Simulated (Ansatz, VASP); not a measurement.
**One calculation of MgCd2Se3, two programs**

```
Mg Cd Se
1.0
     4.01307    0.00000    0.00000
    -2.00654    3.47542    0.00000
     0.00000    0.00000    9.81149
Mg Cd Se
1 2 3
Cartesian
  0.0000 0.0000 0.0000
  0.0000 2.3169 6.5812
  2.0065 1.1585 3.2303
  0.0000 2.3169 1.5492
  2.0065 1.1585 8.2622
  0.0000 0.0000 4.9057
```

Change from the starting cell: species swapped into the CaSm2S3 type (P-3m1, No. 164).

Alike in both runs: functional PBE; k mesh 6 × 6 × 2; occupations gaussian, width 0.1 eV; no spin polarisation.

Ansatz relaxed the structure, and its values are those at the end. VASP's run is a single point on that final structure, the one shown.

|  | VASP | Ansatz |
| --- | --- | --- |
| version | VASP 6.6.1 | Ansatz 0.2.0 |
| potentials or method | VASP PAW PBE potentials, release 64 (Mg, Cd, Se), cutoff 520 eV | scalar-relativistic, plane waves, PAW |
| valence electrons in the cell | 44 | 98 |

Ansatz gave:

| Item | Value |
| --- | --- |
| gap on the k mesh at the Fermi level (eV) | 0.19 |
| least direct gap on the mesh (eV) | 0.75 |
| pressure (GPa) | -0.2 |
| rms of the force components (eV/Å) | 0.014 |

Question: Which values does VASP return?

Answer: gap on the k mesh at the Fermi level (eV): 0.17; least direct gap on the mesh (eV): 0.74; pressure (GPa): 0.0; rms of the force components (eV/Å): 0.023.

VASP's potentials hold 44 valence electrons a cell and Ansatz's 98, so a difference there can come from the potentials and not from the codes.
